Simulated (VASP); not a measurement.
# HfZrSe4 (F-43m) in VASP: further runs, part 2 of 3

VASP 6.6.1. The steps go on from the part before.

## (4) Single point, PBE

This run uses another cell than the first one, of 20.89 Å³/atom, 0.994 times its volume.

Contents of INCAR:

```
PREC = Accurate
ENCUT = 520
EDIFF = 1E-6
ISMEAR = 0
SIGMA = 0.1
LREAL = F
LASPH = T
NELM = 80
ALGO = Normal
ISIF = 2
LWAVE = F
LCHARG = F
GGA = PE
NBANDS = 32
```

Contents of KPOINTS:

```
Automatic mesh
0
Gamma
  8 8 8
```

Contents of POSCAR:

```
HfZrSe4
1.0
    0.0000000000      3.9721590546      3.9721590546
    3.9721590546      0.0000000000      3.9721590546
    3.9721590546      3.9721590546      0.0000000000
Zr Hf Se
1 1 4
Direct
    0.0000000000      0.0000000000      0.0000000000
    0.7500000000      0.7500000000      0.7500000000
    0.3750374838      0.3750374838      0.8748875485
    0.8748875485      0.3750374838      0.3750374838
    0.3750374838      0.3750374838      0.3750374838
    0.3750374838      0.8748875485      0.3750374838
```

Potentials or basis: VASP PAW PBE potentials, release 64 (Zr_sv, Hf_pv, Se).

On the command line:

```bash
$ cat potpaw_PBE.64/Zr_sv/POTCAR potpaw_PBE.64/Hf_pv/POTCAR potpaw_PBE.64/Se/POTCAR > POTCAR
$ mpirun -np 1 vasp_std > vasp.out
```

OUTCAR:

```text
PREC = Accurate
   ENCUT = 520
   EDIFF = 1E-6
   ISMEAR = 0
   LREAL = F
   LASPH = T
   NELM = 80
   ISIF = 2
   GGA = PE

 ion  position               nearest neighbor table
   1  0.000  0.000  0.000-   3 3.29   4 3.29   6 3.29   5 3.29   5 3.29   5 3.29   3 3.29   4 3.29
                             4 3.29   3 3.29   6 3.29   6 3.29   2 3.44   2 3.44   2 3.44   2 3.44
   2  0.750  0.750  0.750-   3 3.29   3 3.29   4 3.29   6 3.29   6 3.29   4 3.29   5 3.29   5 3.29
                             5 3.29   3 3.29   4 3.29   6 3.29   1 3.44   1 3.44   1 3.44   1 3.44
   3  0.375  0.375  0.875-   2 3.29   2 3.29   2 3.29   1 3.29   1 3.29   1 3.29
   4  0.875  0.375  0.375-   2 3.29   2 3.29   2 3.29   1 3.29   1 3.29   1 3.29
   5  0.375  0.375  0.375-   2 3.29   2 3.29   2 3.29   1 3.29   1 3.29   1 3.29
   6  0.375  0.875  0.375-   2 3.29   2 3.29   2 3.29   1 3.29   1 3.29   1 3.29

  LATTYP: Found a face centered cubic cell.
 ALAT       =     7.9443181092

  Lattice vectors:

 A1 = (   0.0000000000,   3.9721590546,   3.9721590546)
 A2 = (   3.9721590546,   0.0000000000,   3.9721590546)
 A3 = (   3.9721590546,   3.9721590546,   0.0000000000)

Analysis of symmetry for initial positions (statically):
=====================================================================
 Subroutine PRICEL returns:
 Original cell was already a primitive cell.

 Routine SETGRP: Setting up the symmetry group for a
 face centered cubic supercell.

 Subroutine GETGRP returns: Found 24 space group operations
 (whereof 24 operations were pure point group operations)
 out of a pool of 48 trial point group operations.

The static configuration has the point symmetry T_d .

Analysis of symmetry for dynamics (positions and initial velocities):
=====================================================================
 Subroutine PRICEL returns:
 Original cell was already a primitive cell.

 Routine SETGRP: Setting up the symmetry group for a
 face centered cubic supercell.

 Subroutine GETGRP returns: Found 24 space group operations
 (whereof 24 operations were pure point group operations)
 out of a pool of 48 trial point group operations.

The dynamic configuration has the point symmetry T_d .

 Subroutine INISYM returns: Found 24 space group operations
 (whereof 24 operations are pure point group operations),
 and found     1 'primitive' translations

----------------------------------------------------------------------------------------

                                     Primitive cell

  volume of cell :     125.3458

  direct lattice vectors                    reciprocal lattice vectors
     0.000000000  3.972159055  3.972159055    -0.125876128  0.125876128  0.125876128
     3.972159055  0.000000000  3.972159055     0.125876128 -0.125876128  0.125876128
     3.972159055  3.972159055  0.000000000     0.125876128  0.125876128 -0.125876128

  length of vectors
     5.617481207  5.617481207  5.617481207     0.218023848  0.218023848  0.218023848

  position of ions in fractional coordinates (direct lattice)
     0.000000000  0.000000000  0.000000000
     0.750000000  0.750000000  0.750000000
     0.375037484  0.375037484  0.874887548
     0.874887548  0.375037484  0.375037484
     0.375037484  0.375037484  0.375037484
     0.375037484  0.874887548  0.375037484

[... 39 lines left out ...]
  0.250000  0.000000  0.000000      8.000000
  0.375000  0.000000  0.000000      8.000000
  0.500000  0.000000  0.000000      4.000000
  0.125000  0.125000  0.000000      6.000000
[... 16 lines left out ...]
  0.500000  0.250000  0.125000     48.000000
 -0.375000  0.250000  0.125000     24.000000
 [... further k-points ...]
   k-points           NKPTS =     29   k-points in BZ     NKDIM =     29   number of bands    NBANDS=     32
   number of dos      NEDOS =    301   number of ions     NIONS =      6
   total plane-waves  NPLWV =  74088
   dimension x,y,z NGX =    42 NGY =   42 NGZ =   42
   dimension x,y,z NGXF=    84 NGYF=   84 NGZF=   84
   ions per type =               1   1   4
   NGX,Y,Z   is equivalent  to a cutoff of  12.43, 12.43, 12.43 a.u.
   NGXF,Y,Z  is equivalent  to a cutoff of  24.86, 24.86, 24.86 a.u.
 SYSTEM =  unknown system
   PREC   = accura    normal or accurate (medium, high low for compatibility)
   ISTART =      0    job   : 0-new  1-cont  2-samecut
   ICHARG =      2    charge: 1-file 2-atom 10-const
   ISPIN  =      1    spin polarized calculation?
   LNONCOLLINEAR =      F non collinear calculations
   LSORBIT =      F    spin-orbit coupling
   LASPH  =      T    aspherical Exc in radial PAW
   ENCUT  =  520.0 eV  38.22 Ry    6.18 a.u.  10.44 10.44 10.44*2*pi/ulx,y,z
   NELM   =     80;   NELMIN=  2; NELMDL= -5     # of ELM steps
   EDIFF  = 0.1E-05   stopping-criterion for ELM
   LREAL  =      F    real-space projection
   EDIFFG = 0.1E-04   stopping-criterion for IOM
   NSW    =      0    number of steps for IOM
   IBRION =     -1    ionic relax: 0-MD 1-quasi-New 2-CG
   NFREE  =      0    steps in history (QN), initial steepest desc. (CG)
   ISIF   =      2    stress and relaxation
   ISYM   =      2    0-nonsym 1-usesym 2-fastsym
   POTIM  = 0.5000    time-step for ionic-motion
   TEBEG  =    0.0;   TEEND  =   0.0 temperature during run
   PSTRESS=    0.0 pullay stress
   NELECT =      46.0000    total number of electrons
   NUPDOWN=      -1.0000    fix difference up-down
   EMIN   =  10.00;   EMAX   =-10.00  energy-range for DOS
   EFERMI =   0.00;   METHOD = LEGACY
   ISMEAR =     0;   SIGMA  =   0.10  broadening in eV -4-tet -1-fermi 0-gaus
   EFERMI_NEDOS =   21; number of points for ismear=-14 and -15
   IALGO  =     38    algorithm
   IMIX   =      4    mixing-type and parameters
     AMIX     =   0.40;   BMIX     =  1.00
     AMIX_MAG =   1.60;   BMIX_MAG =  1.00
  volume/ion in A,a.u.               =      20.89       140.98
  Fermi-wavevector in a.u.,A,eV,Ry     =   1.172081  2.214911 18.691316  1.373773
  Thomas-Fermi vector in A             =   2.308515
   LORBIT       =      0    0 simple, 1 ext, 2 COOP (PROOUT), +10 PAW based schemes
   GGA     = PE    functional components
   LHFCALC =     F    Hartree Fock is set to
   AEXX    =    0.0000 exact exchange contribution
   IVDW    =     0    specifies the selected vdW correction
   LEPSILON=     F    determine dielectric tensor
   LRPA    =     F    only Hartree local field effects (RPA)
 non-spin polarized calculation
 Gauss-broadening in eV      SIGMA  =   0.10
  energy-cutoff  :      520.00
  volume of cell :      125.35
 maximum number of plane-waves:      3399
 NGX is ok and might be reduce to    42
   NGX = 21   NGY = 21   NGZ = 21

 number of electron      45.9999996 magnetization

 Free energy of the ion-electron system (eV)
  ---------------------------------------------------
  ext. energy  EPLUGINS =         0.00000000
  ---------------------------------------------------
  free energy    TOTEN  =       -29.86896337 eV

  energy without entropy =      -29.84028833  energy(sigma->0) =      -29.85462585

 E-fermi :   7.1468     XC(G=0): -10.8496

 val. band max:        7.1434824253   @ k =  -0.3750   0.1250   0.0000
 cond. band min:       7.1549206160   @ k =   0.3750   0.2500   0.0000
 fundamental gap:      0.0114381907
 Fermi energy:         7.1467879919

 k-point     1 :       0.0000    0.0000    0.0000
  band No.  band energies     occupation
      1     -42.6456      2.00000
      2     -24.7618      2.00000
      3     -24.7618      2.00000
      4     -24.7618      2.00000
      5     -20.6351      2.00000
      6     -20.6351      2.00000
[... 829 lines left out ...]
     31       9.3261      0.00000
     32       9.7332      0.00000

 [... further k-points ...]

------------------------ aborting loop because EDIFF is reached ----------------------------------------

  FORCE on cell =-STRESS in cart. coord.  units (eV):
  Direction    XX          YY          ZZ          XY          YZ          ZX
  --------------------------------------------------------------------------------------
  -------------------------------------------------------------------------------------
  Total       -0.0813980     -0.0813980     -0.0813980     -0.0000000      0.0000000     -0.0000000
  in kB       -1.0404338     -1.0404338     -1.0404338     -0.0000000      0.0000000     -0.0000000
  external PRESSURE =      -1.0404338 kB  Pullay stress =       0.0000000 kB

 VOLUME and BASIS-vectors are now :
 -----------------------------------------------------------------------------
  energy-cutoff  :      520.00
  volume of cell :      125.35
      direct lattice vectors                 reciprocal lattice vectors
     0.000000000  3.972159055  3.972159055    -0.125876128  0.125876128  0.125876128
     3.972159055  0.000000000  3.972159055     0.125876128 -0.125876128  0.125876128
     3.972159055  3.972159055  0.000000000     0.125876128  0.125876128 -0.125876128

 POSITION                                       TOTAL-FORCE (eV/Angst)
 -----------------------------------------------------------------------------------
      0.00000      0.00000      0.00000        -0.000000     -0.000000     -0.000000
      5.95824      5.95824      5.95824        -0.000000     -0.000000     -0.000000
      4.96490      4.96490      2.97942        -0.002055     -0.002055      0.002055
      2.97942      4.96490      4.96490         0.002055     -0.002055     -0.002055
      2.97942      2.97942      2.97942         0.002055      0.002055      0.002055
      4.96490      2.97942      4.96490        -0.002055      0.002055     -0.002055
 -----------------------------------------------------------------------------------
    total drift:                                0.000000      0.000000      0.000000

  FREE ENERGIE OF THE ION-ELECTRON SYSTEM (eV)
  ---------------------------------------------------
  free  energy   TOTEN  =       -29.8689633668 eV

  energy  without entropy=      -29.8402883322  energy(sigma->0) =      -29.85462585
```

OSZICAR:

```text
N       E                     dE             d eps       ncg     rms          rms(c)
DAV:   1     0.284013065539E+03    0.28401E+03   -0.22335E+04  1856   0.133E+03
DAV:   2    -0.936922772863E+01   -0.29338E+03   -0.27895E+03  2240   0.302E+02
DAV:   3    -0.306690831176E+02   -0.21300E+02   -0.20388E+02  2904   0.633E+01
DAV:   4    -0.313679604889E+02   -0.69888E+00   -0.69215E+00  2664   0.102E+01
DAV:   5    -0.313845029583E+02   -0.16542E-01   -0.16520E-01  2704   0.132E+00    0.243E+01
DAV:   6    -0.304457694985E+02    0.93873E+00   -0.12960E+01  2544   0.924E+00    0.194E+01
DAV:   7    -0.299354218984E+02    0.51035E+00   -0.25481E+00  2576   0.513E+00    0.128E+01
DAV:   8    -0.299167348619E+02    0.18687E-01   -0.73137E-01  2480   0.354E+00    0.193E+00
DAV:   9    -0.298725296781E+02    0.44205E-01   -0.18483E-01  2520   0.149E+00    0.596E-01
DAV:  10    -0.298689962782E+02    0.35334E-02   -0.17844E-02  2360   0.517E-01    0.515E-01
DAV:  11    -0.298689787863E+02    0.17492E-04   -0.13966E-03  2712   0.185E-01    0.930E-02
DAV:  12    -0.298689617934E+02    0.16993E-04   -0.13068E-04  2552   0.385E-02    0.222E-02
DAV:  13    -0.298689631520E+02   -0.13586E-05   -0.17775E-05  2456   0.207E-02    0.632E-03
DAV:  14    -0.298689633668E+02   -0.21485E-06   -0.66165E-07  1536   0.435E-03
   1 F= -.29868963E+02 E0= -.29854626E+02  d E =-.286750E-01
```

Run time: 3.2 min. Hardware: 1 thread of AMD EPYC 7R43 (Zen 3), shared host; peak memory 0.29 GiB.

What came out:

| Quantity | Value |
| --- | --- |
| Free energy | -29.8690 eV |
| Pressure | -0.1 GPa |
| Largest force | 0.004 eV/Å |
| Band gap on the k mesh | zero (band 23 reaches 7.87 eV, above the bottom of band 24 at 6.87 eV) |

Forces in eV/Å, atoms in the order of the input:
```
Zr   0.000  0.000  0.000
Hf   0.000  0.000  0.000
Se  -0.002 -0.002  0.002
Se   0.002 -0.002 -0.002
Se   0.002  0.002  0.002
Se  -0.002  0.002 -0.002
```

Levels at points of the mesh, in eV from the Fermi level:
```csv
k point,band 20,band 21,band 22,band 23,band 24,band 25,band 26,band 27
"(0.00, 0.00, 0.00)",-0.24,-0.24,0.72,0.72,0.72,1.80,1.80,1.80
"(0.50, 0.00, 0.00)",-3.03,-1.69,0.48,0.59,0.59,0.71,0.71,0.83
"(0.50, 0.50, 0.00)",-3.25,-3.25,-0.58,-0.58,0.60,0.70,1.08,1.30
```

Caveat: spin-orbit coupling is left out, which moves the levels of the heavy elements.

## (5) Relaxation of cell and atoms, PBE

This run uses another cell than the first one, of 23.55 Å³/atom, 1.121 times its volume.

Contents of INCAR:

```
SYSTEM = HfZrSe4
PREC     = Accurate       ! precision mode
ENCUT    = 600            ! plane-wave cutoff, eV
EDIFF    = 1E-6           ! SCF threshold, eV
ISMEAR   = 0              ! smearing method
SIGMA    = 0.1            ! smearing width, eV
LREAL    = .False.        ! projectors in reciprocal space
LASPH    = .True.         ! aspherical terms in the spheres
NELM     = 100            ! most SCF steps
ALGO     = Normal         ! electronic algorithm
ISIF     = 3              ! what is computed and relaxed
LWAVE    = .False.        ! write WAVECAR
LCHARG   = .False.        ! write CHGCAR
GGA      = PE             ! functional
IBRION   = 2              ! ionic algorithm
NSW      = 90             ! ionic steps
EDIFFG   = -0.04          ! ionic threshold
```

Contents of KPOINTS:

```
regular mesh
0
Gamma
  4 4 4
  0 0 0
```

Contents of POSCAR:

```
HfZrSe4
1.0
    0.0000000000      4.1340013800      4.1340013800
    4.1340013800      0.0000000000      4.1340013800
    4.1340013800      4.1340013800      0.0000000000
Zr Hf Se
1 1 4
Direct
    0.0000000000      0.0000000000      0.0000000000
    0.2500000000      0.2500000000      0.2500000000
    0.1240070500      0.6253309800      0.6253309800
    0.6253309800      0.1240070500      0.6253309800
    0.6253309800      0.6253309800      0.1240070500
    0.6253309800      0.6253309800      0.6253309800
```

On the command line:

```bash
$ cat potpaw_PBE.64/Zr_sv/POTCAR potpaw_PBE.64/Hf_pv/POTCAR potpaw_PBE.64/Se/POTCAR > POTCAR
$ mpirun -np 1 vasp_std > vasp.out
```

It took 3.6 min on 1 thread of AMD EPYC 7R43 (Zen 3), shared host; peak memory 0.31 GiB.

It converged, with:

| Property | Result |
| --- | --- |
| Free energy | -29.7232 eV |
| Relaxed volume | 20.97 Å³/atom |
| Relaxed cell | a = 5.625 Å, b = 5.625 Å, c = 5.625 Å, α = 60.00°, β = 60.00°, γ = 60.00° |
| Space group after relaxing (to 0.05 Å) | F-43m (No. 216) |
| Energy gained by relaxing | 63.2 meV/atom |
| Ionic steps | 3 |
| Pressure after relaxing | 0.0 GPa |
| Largest force after relaxing | 0.035 eV/Å |
| Band gap on the k mesh | zero (band 23 reaches 7.86 eV, above the bottom of band 24 at 6.94 eV) |

Forces in eV/Å, atoms in the order of the input:
```
Zr   0.000  0.000  0.000
Hf   0.000  0.000  0.000
Se  -0.020  0.020  0.020
Se   0.020 -0.020  0.020
Se   0.020  0.020 -0.020
Se  -0.020 -0.020 -0.020
```

The path:
| step | energy change (eV) | largest force (eV/Å) | pressure (GPa) | volume (Å³) |
| --- | --- | --- | --- | --- |
| 1 | 0.0000 | 0.1373 | -7.07 | 141.30 |
| 2 | -0.3317 | 0.0141 | 3.32 | 121.10 |
| 3 | -0.3793 | 0.0351 | 0.01 | 125.85 |

Final structure:
```xyz
6
Lattice="0.0000 3.9774 3.9774 3.9774 0.0000 3.9774 3.9774 3.9774 0.0000" Properties=species:S:1:pos:R:3 pbc="T T T"
Zr    0.0000    0.0000    0.0000
Hf    1.9887    1.9887    1.9887
Se    4.9717    2.9832    2.9832
Se    2.9832    4.9717    2.9832
Se    2.9832    2.9832    4.9717
Se    4.9717    4.9717    4.9717
```

Levels at points of the mesh, in eV from the Fermi level:
```csv
k point,band 21,band 22,band 23,band 24,band 25,band 26
"(0.00, 0.00, 0.00)",-0.20,0.83,0.83,0.83,1.87,1.87
"(0.50, 0.00, 0.00)",-1.64,0.52,0.64,0.64,0.75,0.75
"(0.50, 0.50, 0.00)",-3.14,-0.54,-0.54,0.65,0.74,1.13
```

Caveat: spin-orbit coupling is left out, which moves the levels of the heavy elements.

(Continued in part 3 of 3.)
